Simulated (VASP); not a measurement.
# PbSe: single point with r2SCAN

Crystal: PbSe.

```
CELL_PARAMETERS angstrom
0.00000 3.10410 2.97994
3.10410 0.00000 2.97994
3.10410 3.10410 0.00000
ATOMIC_POSITIONS crystal
Pb 0.00000 0.00000 0.00000
Se 0.50000 0.50000 0.50000
```

This cell differs from its parent crystal: ratio of the length along z to the lengths across it x 0.96, volume and fractional coordinates fixed.

```yaml
Program: VASP 6.6.1
Task: single point
Functional: r2SCAN
Potentials_or_basis: VASP PAW PBE potentials, release 64 (Pb_d, Se)
Cutoff: 520 eV
k_mesh: 10 × 10 × 10
Occupations: gaussian, width 0.05 eV
Spin: no spin polarisation
Dipole_correction: no
Further_INCAR_settings: ALGO = Normal; EDIFF = 1e-06; NBANDS = 17
```

The pressure is 1.7 GPa and the band gap on the k mesh is 0.53 eV.

Stress tensor (GPa, compression positive):
```
-0.20  0.00  0.00
 0.00 -0.20  0.00
 0.00  0.00  5.53
```

Levels at points of the mesh, in eV from the valence-band top:
| k point | band 6 | band 7 | band 8 | band 9 | band 10 | band 11 | band 12 | band 13 | band 14 | band 15 |
| --- | --- | --- | --- | --- | --- | --- | --- | --- | --- | --- |
| (0.00, 0.00, 0.00) | -14.19 | -6.39 | -2.33 | -1.95 | -1.95 | 4.67 | 4.67 | 5.68 | 6.85 | 6.85 |
| (0.50, 0.00, 0.00) | -13.09 | -9.12 | -1.70 | -1.62 | 0.00 | 0.53 | 1.76 | 2.01 | 9.03 | 10.38 |
| (0.50, 0.50, 0.00) | -12.56 | -7.71 | -5.25 | -3.49 | -3.49 | 3.87 | 5.80 | 5.80 | 6.79 | 11.73 |
| (0.50, 0.00, 0.50) | -12.76 | -7.52 | -5.16 | -3.63 | -3.18 | 4.05 | 5.52 | 6.25 | 6.54 | 11.47 |

It took 12 min on 1 thread of Intel Xeon 8259CL, with other jobs on the host, peak memory 0.27 GiB.

Caveat: the stress differs along the axes, from -0 to 6 GPa; the PAW data sets were made with another functional, which shifts forces and pressure a little; spin-orbit coupling is left out, which moves the levels of the heavy elements. A k mesh can miss the band edges.
